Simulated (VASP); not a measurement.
Set up this calculation in VASP 6.6.1, as the native input.

- Task: single point
- Functional: PBEsol
- Potentials or basis: VASP PAW PBE potentials, release 64 (Gd, O)
- Cutoff: 520 eV
- k mesh: 9 × 9 × 9
- Occupations: fermi-dirac, width 0.05 eV
- Spin: collinear spin, ferromagnetic start
- Starting moments: [7.0, 0.0] μB
- Dipole correction: no
- Further INCAR settings: ALGO = Normal; EDIFF = 1e-07; NBANDS = 23

The structure of GdO lies in POSCAR:

```
GdO
1.0
    0.0000000000      2.6567004636      2.6567004636
    2.6567004636      0.0000000000      2.6567004636
    2.6567004636      2.6567004636      0.0000000000
Gd O
1 1
Direct
    0.0000000000      0.0000000000      0.0000000000
    0.7500000000      0.7500000000      0.7500000000
```

One way to write it, as run:

INCAR

```
PREC = Accurate
ENCUT = 520
EDIFF = 1E-7
ISMEAR = -1
SIGMA = 0.05
LREAL = F
LASPH = T
NELM = 150
ALGO = Normal
ISIF = 2
LWAVE = F
LCHARG = F
ISPIN = 2
MAGMOM = 7 0
LORBIT = 11
LMAXMIX = 6
GGA = PS
NBANDS = 23
```

KPOINTS

```
Automatic mesh
0
Gamma
  9 9 9
```

Potentials or basis: VASP PAW PBE potentials, release 64 (Gd, O).

Run with:

```bash
$ cat potpaw_PBE.64/Gd/POTCAR potpaw_PBE.64/O/POTCAR > POTCAR
$ mpirun -np 1 vasp_std > vasp.out
```

It gave:

```
Pressure                                              : 0.2 GPa
Net moment                                            : 7.51 μB per cell
Site moments                                          : Gd +6.87; O -0.03 μB
Valence electrons inside the program's atomic spheres : Gd 15.24; O 4.99
```

Caveat: the PAW data sets were made with another functional, which shifts forces and pressure a little; a cell with one magnetic atom can't hold antiferromagnetic order, which such compounds often take.

It took 65 s on 1 thread of Intel(R) Xeon(R) Platinum 8559C (Emerald Rapids), with other jobs on the host, peak memory 0.21 GiB.
